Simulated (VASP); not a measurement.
# FePt (Tetraferroplatinum) (P4/mmm) in VASP: a series of runs

The runs below take FePt (Tetraferroplatinum) through single point, with revPBE, PBEsol.

All numbers are computed with VASP 6.6.1; they aren't measurements. Logs are shortened: lines on timing, memory, paths and dates and some standing lists are left out, and cuts for length are marked.

## Step 1: The cell of the first run

Symmetry: P4/mmm, No. 123, tetragonal system. The conventional cell has a = 2.753 Å, b = 2.753 Å, c = 3.767 Å, α = 90.00°, β = 90.00°, γ = 90.00°. Pt (site symmetry 4/mmm) has 8 Fe at 2.71 Å and 4 Pt at 2.75 Å within 3.6 Å. Within 3.6 Å of Fe (site symmetry 4/mmm) lie 8 Pt at 2.71 Å and 4 Fe at 2.75 Å.

## Step 2: Single point, revPBE, collinear spin, ferromagnetic start

INCAR reads:

```
SYSTEM = FePt
ALGO     = Normal         ! electronic algorithm
EDIFF    = 1E-7           ! SCF threshold, eV
ENCUT    = 520            ! plane-wave cutoff, eV
GGA      = RE             ! functional
ISIF     = 2              ! what is computed and relaxed
ISMEAR   = -1             ! smearing method
ISPIN    = 2              ! spin polarisation
LASPH    = .TRUE.         ! aspherical terms in the spheres
LCHARG   = .TRUE.         ! write CHGCAR
LELF     = .TRUE.         ! ELF
LMAXMIX  = 4              ! l up to which the mixer works
LORBIT   = 11             ! projections on sites
LREAL    = .FALSE.        ! projectors in reciprocal space
LVHAR    = .TRUE.       
LWAVE    = .FALSE.        ! write WAVECAR
MAGMOM   = 0 3            ! initial moments
NBANDS   = 20             ! bands
NELM     = 150            ! most SCF steps
PREC     = Accurate       ! precision mode
SIGMA    = 0.05           ! smearing width, eV
```

KPOINTS reads:

```
k-points
0
G
  10 10 7
  0 0 0
```

POSCAR reads:

```
FePt
1.0
    2.7530882463      0.0000000000      0.0000000000
    0.0000000000      2.7530882463      0.0000000000
    0.0000000000      0.0000000000      3.7669802003
Pt Fe
1 1
Direct
    0.5000000000      0.5000000000      0.5000000000
    0.0000000000      0.0000000000      0.0000000000
```

Potentials or basis: VASP PAW PBE potentials, release 64 (Pt, Fe).

Started as:

```
$ cat potpaw_PBE.64/Pt/POTCAR potpaw_PBE.64/Fe/POTCAR > POTCAR
$ mpirun -np 1 vasp_std > vasp.out
```

OUTCAR:

```text
SYSTEM = FePt
   EDIFF = 1E-7
   ENCUT = 520
   GGA = RE
   ISIF = 2
   ISMEAR = -1
   ISPIN = 2
   LASPH = .TRUE.
   LORBIT = 11
   LREAL = .FALSE.
   NELM = 150
   PREC = Accurate

 ion  position               nearest neighbor table
   1  0.500  0.500  0.500-   2 2.71   2 2.71   2 2.71   2 2.71   2 2.71   2 2.71   2 2.71   2 2.71

   2  0.000  0.000  0.000-   1 2.71   1 2.71   1 2.71   1 2.71   1 2.71   1 2.71   1 2.71   1 2.71

  LATTYP: Found a simple tetragonal cell.
 ALAT       =     2.7530882463
 C/A-ratio  =     1.3682744116

  Lattice vectors:

 A1 = (   2.7530882463,   0.0000000000,   0.0000000000)
 A2 = (   0.0000000000,   2.7530882463,   0.0000000000)
 A3 = (   0.0000000000,   0.0000000000,   3.7669802003)

Analysis of symmetry for initial positions (statically):
=====================================================================
 Subroutine PRICEL returns:
 Original cell was already a primitive cell.

 Routine SETGRP: Setting up the symmetry group for a
 simple tetragonal supercell.

 Subroutine GETGRP returns: Found 16 space group operations
 (whereof 16 operations were pure point group operations)
 out of a pool of 16 trial point group operations.

The static configuration has the point symmetry D_4h.

Analysis of symmetry for dynamics (positions and initial velocities):
=====================================================================
 Subroutine PRICEL returns:
 Original cell was already a primitive cell.

 Routine SETGRP: Setting up the symmetry group for a
 simple tetragonal supercell.

 Subroutine GETGRP returns: Found 16 space group operations
 (whereof 16 operations were pure point group operations)
 out of a pool of 16 trial point group operations.

The dynamic configuration has the point symmetry D_4h.

Analysis of structural, dynamic, and magnetic symmetry:
=====================================================================
 Subroutine PRICEL returns:
 Original cell was already a primitive cell.

 Routine SETGRP: Setting up the symmetry group for a
 simple tetragonal supercell.

 Subroutine GETGRP returns: Found 16 space group operations
 (whereof 16 operations were pure point group operations)
 out of a pool of 16 trial point group operations.

The overall configuration has the point symmetry D_4h.

 Subroutine INISYM returns: Found 16 space group operations
 (whereof 16 operations are pure point group operations),
 and found     1 'primitive' translations

----------------------------------------------------------------------------------------

                                     Primitive cell

  volume of cell :      28.5518

  direct lattice vectors                    reciprocal lattice vectors
     2.753088246  0.000000000  0.000000000     0.363228459  0.000000000  0.000000000
     0.000000000  2.753088246  0.000000000     0.000000000  0.363228459  0.000000000
[... 114 lines left out ...]
   LEPSILON=     F    determine dielectric tensor
   LRPA    =     F    only Hartree local field effects (RPA)
 spin polarized calculation
  energy-cutoff  :      520.00
  volume of cell :       28.55
 maximum number of plane-waves:       784
   NGX = 11   NGY = 11   NGZ = 15

 number of electron      17.9999988 magnetization       3.3585479

 Free energy of the ion-electron system (eV)
  ---------------------------------------------------
  ext. energy  EPLUGINS =         0.00000000
  ---------------------------------------------------
  free energy    TOTEN  =       -13.95157711 eV

  energy without entropy =      -13.94017242  energy(sigma->0) =      -13.94587477

 E-fermi :   8.3345     XC(G=0): -12.8062

 val. band max:        8.3270530525   @ k =   0.3000   0.2000   0.0000
 cond. band min:       8.3390303165   @ k =   0.4000   0.2000   0.1429
 fundamental gap:      0.0119772640
 Fermi energy:         8.3344705106

 spin component 1

 k-point     1 :       0.0000    0.0000    0.0000
  band No.  band energies     occupation
      1      -0.9804      1.00000
      2       2.2000      1.00000
      3       2.4098      1.00000
      4       4.9215      1.00000
      5       4.9215      1.00000
      6       5.3776      1.00000
[... 541 lines left out ...]
     19      30.9509      0.00000
     20      31.0515      0.00000

 [... further k-points ...]

 spin component 2

 k-point     1 :       0.0000    0.0000    0.0000
  band No.  band energies     occupation
      1      -0.8604      1.00000
      2       2.8078      1.00000
      3       2.8321      1.00000
      4       6.0699      1.00000
      5       6.0699      1.00000
      6       7.5910      1.00000
[... 541 lines left out ...]
     19      31.1578      0.00000
     20      31.3334      0.00000

 [... further k-points ...]

------------------------ aborting loop because EDIFF is reached ----------------------------------------

  FORCE on cell =-STRESS in cart. coord.  units (eV):
  Direction    XX          YY          ZZ          XY          YZ          ZX
  --------------------------------------------------------------------------------------
  -------------------------------------------------------------------------------------
  Total       -0.0718577     -0.0718577     -0.0566711      0.0000000     -0.0000000      0.0000000
  in kB       -4.0322782     -4.0322782     -3.1800833      0.0000000     -0.0000000      0.0000000
  external PRESSURE =      -3.7482133 kB  Pullay stress =       0.0000000 kB

 VOLUME and BASIS-vectors are now :
 -----------------------------------------------------------------------------
  energy-cutoff  :      520.00
  volume of cell :       28.55
      direct lattice vectors                 reciprocal lattice vectors
     2.753088246  0.000000000  0.000000000     0.363228459  0.000000000  0.000000000
     0.000000000  2.753088246  0.000000000     0.000000000  0.363228459  0.000000000
     0.000000000  0.000000000  3.766980200     0.000000000  0.000000000  0.265464629

 POSITION                                       TOTAL-FORCE (eV/Angst)
 -----------------------------------------------------------------------------------
      1.37654      1.37654      1.88349         0.000000      0.000000      0.000000
      0.00000      0.00000      0.00000         0.000000      0.000000      0.000000
 -----------------------------------------------------------------------------------
    total drift:                                0.000000      0.000000      0.000000

  FREE ENERGIE OF THE ION-ELECTRON SYSTEM (eV)
  ---------------------------------------------------
  free  energy   TOTEN  =       -13.9515771083 eV

  energy  without entropy=      -13.9401724217  energy(sigma->0) =      -13.94587477

 total charge

# of ion       s       p       d       tot
------------------------------------------
    1        0.700   0.627   8.041   9.368
    2        0.397   0.425   6.086   6.907
--------------------------------------------------
tot          1.096   1.052  14.126  16.275

 magnetization (x)

# of ion       s       p       d       tot
------------------------------------------
    1       -0.026  -0.066   0.433   0.341
    2        0.006  -0.008   3.005   3.002
--------------------------------------------------
tot         -0.020  -0.074   3.438   3.344
```

OSZICAR:

```text
N       E                     dE             d eps       ncg     rms          rms(c)
DAV:   1     0.928115325512E+02    0.92812E+02   -0.84623E+03  7216   0.991E+02
DAV:   2    -0.114707784128E+02   -0.10428E+03   -0.91685E+02  6828   0.214E+02
DAV:   3    -0.152466513683E+02   -0.37759E+01   -0.36711E+01  7844   0.466E+01
DAV:   4    -0.152900520643E+02   -0.43401E-01   -0.43375E-01  7540   0.425E+00
DAV:   5    -0.152911872183E+02   -0.11352E-02   -0.11351E-02  7976   0.777E-01    0.159E+01
DAV:   6    -0.170259308417E+02   -0.17347E+01   -0.12847E+01  7504   0.660E+01    0.272E+01
DAV:   7    -0.140537891000E+02    0.29721E+01   -0.82206E+00  8620   0.607E+01    0.809E+00
DAV:   8    -0.140269400845E+02    0.26849E-01   -0.34427E-01  8280   0.755E+00    0.392E+00
DAV:   9    -0.139599735381E+02    0.66967E-01   -0.86212E-02  9728   0.535E+00    0.160E+00
DAV:  10    -0.139522860828E+02    0.76875E-02   -0.29236E-02 10068   0.266E+00    0.644E-01
DAV:  11    -0.139515611078E+02    0.72498E-03   -0.21100E-03  9572   0.654E-01    0.231E-01
DAV:  12    -0.139515651238E+02   -0.40160E-05   -0.26637E-04  8192   0.178E-01    0.620E-02
DAV:  13    -0.139515794945E+02   -0.14371E-04   -0.28740E-05  8380   0.683E-02    0.411E-02
DAV:  14    -0.139515763601E+02    0.31344E-05   -0.67061E-06  9388   0.522E-02    0.128E-02
DAV:  15    -0.139515770093E+02   -0.64916E-06   -0.15146E-06  8576   0.184E-02    0.375E-03
DAV:  16    -0.139515771232E+02   -0.11398E-06   -0.29846E-07  5836   0.851E-03    0.186E-03
DAV:  17    -0.139515771083E+02    0.14937E-07   -0.53319E-08  3800   0.238E-03
   1 F= -.13951577E+02 E0= -.13945875E+02  d E =-.114047E-01  mag=     3.3585
```

stdout:

```text
POSCAR found type information on POSCAR PtFe
 POSCAR found :  2 types and       2 ions
 scaLAPACK will be used
 -----------------------------------------------------------------------------
|                                                                             |
|                                                                             |
|     You enforced a specific xc type in the INCAR file but a different       |
|     I HOPE YOU KNOW WHAT YOU ARE DOING!                                     |
|                                                                             |
 -----------------------------------------------------------------------------

 LDA part: xc-table for (Slater+PW92), standard interpolation
 POSCAR, INCAR and KPOINTS ok, starting setup
 FFT: planning ... GRIDC
 FFT: planning ... GRID_SOFT
 FFT: planning ... GRID
 WAVECAR not read
 entering main loop
```

It took 52 s on 1 thread of Intel Xeon Platinum 8488C (Sapphire Rapids), shared host; peak memory 0.2 GiB.

Results:

| Property | Result |
| --- | --- |
| Free energy | -13.9516 eV |
| Pressure | -0.4 GPa |
| Net moment | 3.36 μB per cell |
| Site moments | Pt +0.34; Fe +3.00 μB |
| Valence electrons inside the program's atomic spheres | Pt 9.37; Fe 6.91 |

Caveat: the PAW data sets were made with another functional, which shifts forces and pressure a little; spin-orbit coupling is left out, which moves the levels of the heavy elements.

## Step 3: Single point, PBEsol, collinear spin, ferromagnetic start

This run uses another cell than the first one, of 12.97 Å³/atom, 0.908 times its volume.

INCAR reads:

```
  PREC = Accurate
  ENCUT = 520
  EDIFF = 1E-6
  ISMEAR = -1
  SIGMA = 0.05
  LREAL = False
  LASPH = True
  NELM = 150
  ALGO = Normal
  ISIF = 2
  LWAVE = False
  LCHARG = False
  ISPIN = 2
  MAGMOM = 0 3
  LORBIT = 11
  LMAXMIX = 4
  GGA = PS
  NBANDS = 20
```

KPOINTS reads:

```
regular mesh
0
Gamma
  10 10 7
```

POSCAR reads:

```
FePt
1.0
    2.6679027671      0.0000000000      0.0000000000
    0.0000000000      2.6679027671      0.0000000000
    0.0000000000      0.0000000000      3.6440603244
Pt Fe
1 1
Direct
    0.5000000000      0.5000000000      0.5000000000
    0.0000000000      0.0000000000      0.0000000000
```

Potentials or basis: VASP PAW PBE potentials, release 64 (Pt, Fe).

Started as:

```
$ cat potpaw_PBE.64/Pt/POTCAR potpaw_PBE.64/Fe/POTCAR > POTCAR
$ mpirun -np 1 vasp_std > vasp.out
```

It took 31 s on 1 thread of Intel Xeon 6975P-C (Granite Rapids), shared host; peak memory 0.19 GiB.

The run converged. Its results:

```
Free energy                                           : -16.2730 eV
Pressure                                              : 8.6 GPa
Net moment                                            : 3.19 μB per cell
Site moments                                          : Pt +0.34; Fe +2.81 μB
Valence electrons inside the program's atomic spheres : Pt 9.57; Fe 7.13
```

Stress tensor (GPa, compression positive):
```
8.32 0.00 0.00
0.00 8.32 0.00
0.00 0.00 9.13
```

Levels at points of the mesh, in eV from the Fermi level:
Spin up:
```tsv
k point	band 9	band 10	band 11	band 12	band 13	band 14
(0.00, 0.00, 0.00)	-0.42	-0.21	-0.21	2.27	10.51	12.01
(0.50, 0.00, 0.00)	-2.05	-1.71	0.37	2.29	10.82	11.04
(0.50, 0.50, 0.00)	-0.27	0.71	1.56	1.56	8.21	10.83
```
Spin down:
```tsv
k point	band 6	band 7	band 8	band 9	band 10	band 11
(0.00, 0.00, 0.00)	-0.90	-0.79	0.56	1.72	1.81	1.81
(0.50, 0.00, 0.00)	-1.44	-1.36	-1.10	0.42	0.68	2.62
(0.50, 0.50, 0.00)	1.33	1.70	1.77	1.77	1.88	1.89
```

Caveat: the PAW data sets were made with another functional, which shifts forces and pressure a little; spin-orbit coupling is left out, which moves the levels of the heavy elements.

## Step 4: Single point, PBEsol, collinear spin, ferromagnetic start

This run uses another cell than the first one, of 13.24 Å³/atom, 0.928 times its volume.

INCAR reads:

```
ALGO = Normal
EDIFF = 1E-6
ENCUT = 520
GGA = PS
ISIF = 2
ISMEAR = -1
ISPIN = 2
LASPH = T
LCHARG = F
LMAXMIX = 4
LORBIT = 11
LREAL = F
LWAVE = F
MAGMOM = 0 3
NBANDS = 20
NELM = 150
PREC = Accurate
SIGMA = 0.05
```

KPOINTS reads:

```
k-points
0
Gamma
  10 10 7
```

POSCAR reads:

```
FePt
1.0
    2.6866914338      0.0000000000      0.0000000000
    0.0000000000      2.6866914338      0.0000000000
    0.0000000000      0.0000000000      3.6697235666
Pt Fe
1 1
Direct
    0.5000000000      0.5000000000      0.5000000000
    0.0000000000      0.0000000000      0.0000000000
```

Started as:

```
$ cat potpaw_PBE.64/Pt/POTCAR potpaw_PBE.64/Fe/POTCAR > POTCAR
$ mpirun -np 1 vasp_std > vasp.out
```

Run time: 30 s. Hardware: 1 thread of Intel Xeon 6975P-C (Granite Rapids), shared host; peak memory 0.19 GiB.

Results (log left out):

| Property | Result |
| --- | --- |
| Free energy | -16.2930 eV |
| Pressure | 2.9 GPa |
| Net moment | 3.21 μB per cell |
| Site moments | Pt +0.33; Fe +2.84 μB |
| Valence electrons inside the program's atomic spheres | Pt 9.52; Fe 7.08 |

Stress tensor (GPa, compression positive):
```
2.63 0.00 0.00
0.00 2.63 0.00
0.00 0.00 3.58
```

Levels at points of the mesh, in eV from the Fermi level:
Spin up:
| k point | band 8 | band 9 | band 10 | band 11 | band 12 | band 13 | band 14 | band 15 |
| --- | --- | --- | --- | --- | --- | --- | --- | --- |
| (0.00, 0.00, 0.00) | -1.86 | -0.46 | -0.28 | -0.28 | 2.24 | 10.23 | 11.86 | 11.86 |
| (0.50, 0.00, 0.00) | -2.48 | -2.09 | -1.69 | 0.28 | 2.18 | 10.67 | 10.84 | 12.98 |
| (0.50, 0.50, 0.00) | -0.34 | -0.34 | 0.65 | 1.54 | 1.54 | 7.97 | 10.53 | 11.03 |
Spin down:
```
           k point  band 5  band 6  band 7  band 8  band 9  band 10  band 11  band 12
(0.00, 0.00, 0.00)   -2.51   -0.86   -0.79    0.55    1.68     1.75     1.75     2.48
(0.50, 0.00, 0.00)   -2.60   -1.43   -1.31   -1.04    0.43     0.68     2.51     2.68
(0.50, 0.50, 0.00)    1.01    1.28    1.67    1.75    1.75     1.83     1.84     1.84
```

Caveat: the PAW data sets were made with another functional, which shifts forces and pressure a little; spin-orbit coupling is left out, which moves the levels of the heavy elements.

## Step 5: Overview

```csv
level,cell,gap on the mesh (eV),pressure (GPa),moment (μB)
revPBE,"a = 2.753, b = 2.753, c = 3.767 Å, 2 atoms",none,-0.4,3.36
PBEsol,"a = 2.668, b = 2.668, c = 3.644 Å, 2 atoms",none,8.6,3.19
PBEsol,"a = 2.687, b = 2.687, c = 3.670 Å, 2 atoms",none,2.9,3.21
```

Alike in all rows: task single point; potentials or basis VASP PAW PBE potentials, release 64 (Pt, Fe); spin collinear, ferromagnetic start; k mesh 10 × 10 × 7; cutoff (eV) 520; smearing fermi-dirac 0.05 eV.

Caveats: the PAW data sets were made with another functional, which shifts forces and pressure a little; spin-orbit coupling is left out, which moves the levels of the heavy elements.

Total energies depend on the potentials used, so only differences within one code and one set of settings carry meaning.
